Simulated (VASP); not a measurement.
**NiO: single point with PBE**

The system is NiO.

```
Ni O
1.0
     0.00000    2.05586    2.05586
     2.05586    0.00000    2.05586
     2.05586    2.05586    0.00000
Ni O
1 1
Direct
  0.00000 0.00000 0.00000
  0.50000 0.50000 0.50000
```

This cell differs from its parent crystal: volume scaled by 0.95.

```json
{
  "Program": "VASP 6.6.1",
  "Task": "single point",
  "Functional": "PBE",
  "Potentials or basis": "VASP PAW PBE potentials, release 64 (Ni, O)",
  "Cutoff": "520 eV",
  "k mesh": "17 × 17 × 17",
  "Occupations": "fermi-dirac, width 0.03 eV",
  "Spin": "collinear spin, ferromagnetic start",
  "Starting moments": "[1.5, 0.0] μB",
  "Dipole correction": "no",
  "Further INCAR settings": "ALGO = Normal; EDIFF = 1e-07; NBANDS = 19"
}
```

```
Pressure                                              : 14.1 GPa
Net moment                                            : 1.54 μB per cell
Site moments                                          : Ni +1.28; O +0.22 μB
Valence electrons inside the program's atomic spheres : Ni 9.09; O 5.00
```

Levels at points of the mesh, in eV from the Fermi level:
Spin up:
```csv
k point,band 7,band 8,band 9,band 10,band 11,band 12
"(0.00, 0.00, 0.00)",-2.71,-2.71,-2.71,1.76,17.94,19.25
```
Spin down:
```
           k point  band 3  band 4  band 5  band 6  band 7  band 8  band 9  band 10  band 11  band 12
(0.00, 0.00, 0.00)   -2.85   -2.85   -1.99   -1.99   -1.99   -0.82   -0.82     2.07    17.90    19.46
```

It took 44 s on 1 thread of Intel(R) Xeon(R) 6975P-C (Granite Rapids), with other jobs on the host, peak memory 0.21 GiB.

Caveat: a cell with one magnetic atom can't hold antiferromagnetic order, which such compounds often take; semilocal functionals often make such compounds metallic where correlation or magnetic order opens a gap, which also shifts bond lengths.
